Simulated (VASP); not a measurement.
Set up this calculation in VASP 6.6.1, as the native input.

* Task: single point
* Functional: LDA
* Potentials or basis: VASP PAW LDA potentials, release 64 (Ba_sv, N)
* Cutoff: 520 eV
* k mesh: 5 × 5 × 1
* Occupations: fermi-dirac, width 0.05 eV
* Spin: no spin polarisation
* Dipole correction: yes
* Further INCAR settings: ALGO = Normal; EDIFF = 1e-07; NBANDS = 34

The structure of Ba2N lies in POSCAR:

```
Ba2N
1.0
    4.0289999984      0.0000000000      0.0000000000
    2.0144999976      3.4892163514      0.0000000000
    0.0000000000      0.0000000000     25.4505897500
Ba N
4 2
Direct
    0.0000000004      0.0000000004      0.4705427209
    0.6666666668      0.6666666668      0.2946654802
    0.6666666675      0.6666666675      0.7642490780
    0.3333333339      0.3333333339      0.5883718372
    0.0000000000      0.0000000000      0.2357509220
    0.6666666671      0.6666666671      0.5294572791
```

These files were run (other wordings do the same):

INCAR

```
SYSTEM = Ba2N
  ALGO = Normal
  DIPOL = 0.5 0.5 0.481
  EDIFF = 1E-7
  ENCUT = 520
  IDIPOL = 3
  ISIF = 2
  ISMEAR = -1
  LASPH = .TRUE.
  LCHARG = .FALSE.
  LDIPOL = .TRUE.
  LREAL = .FALSE.
  LWAVE = .FALSE.
  NBANDS = 34
  NELM = 60
  PREC = Accurate
  SIGMA = 0.05
```

KPOINTS

```
k-points
0
G
  5 5 1
  0 0 0
```

Potentials or basis: VASP PAW LDA potentials, release 64 (Ba_sv, N).

Run with:

```bash
$ cat potpaw_LDA.64/Ba_sv/POTCAR potpaw_LDA.64/N/POTCAR > POTCAR
$ mpirun -np 1 vasp_std > vasp.out
```

It gave:

```json
{"Largest force": "2.753 eV/Å", "Band gap on the k mesh": "zero (band 25 reaches -0.85 eV, above the bottom of band 26 at -1.08 eV)"}
```

Caveat: the k points lie up to 0.36 Å⁻¹ apart; spin-orbit coupling is left out, which moves the levels of the heavy elements.

Wall time 3.9 min on 1 thread of AMD EPYC 7R43 64-Core Processor (Zen 3) (shared host), peak memory 0.32 GiB.
